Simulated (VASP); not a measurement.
Ti:

```
Ti
1.0
     2.93139    0.00000    0.00000
    -1.46570    2.53866    0.00000
     0.00000    0.00000    4.74885
Ti
2
Cartesian
  0.0000 1.6924 1.1872
  1.4657 0.8462 3.5616
```

* Program: VASP 6.6.1
* Task: relaxation of cell and atoms
* Functional: PBEsol
* Potentials or basis: VASP PAW PBE potentials, release 64 (Ti_sv)
* Cutoff: 600 eV
* k mesh: 17 × 17 × 9
* Occupations: fermi-dirac, width 0.1 eV
* Spin: no spin polarisation

At the start: pressure -6.0 GPa; volume 17.67 Å³/atom.

Question: How do energy, volume and symmetry change on relaxing?

Answer: Over 6 steps the energy falls by 21.1 meV/atom and the volume is 16.70 Å³/atom (-5.5 %); space group P6_3/mmc (No. 194, to 0.1 Å) before and after.

Step by step:
```csv
step,energy change (eV),largest force (eV/Å),pressure (GPa),volume (Å³)
1,0.0000,0.0000,-6.00,35.34
2,-0.0207,0.0000,5.16,32.06
3,-0.0404,0.0000,0.13,33.36
4,-0.0418,0.0000,0.04,33.38
5,-0.0422,0.0000,0.00,33.40
6,-0.0422,0.0000,0.03,33.40
```

Final structure:
```
CELL_PARAMETERS angstrom
2.89875 0.00000 0.00000
-1.44938 2.51039 0.00000
0.00000 0.00000 4.58982
ATOMIC_POSITIONS crystal
Ti 0.33333 0.66667 0.25000
Ti 0.66667 0.33333 0.75000
```

Caveat: the PAW data sets were made with another functional, which shifts forces and pressure a little.
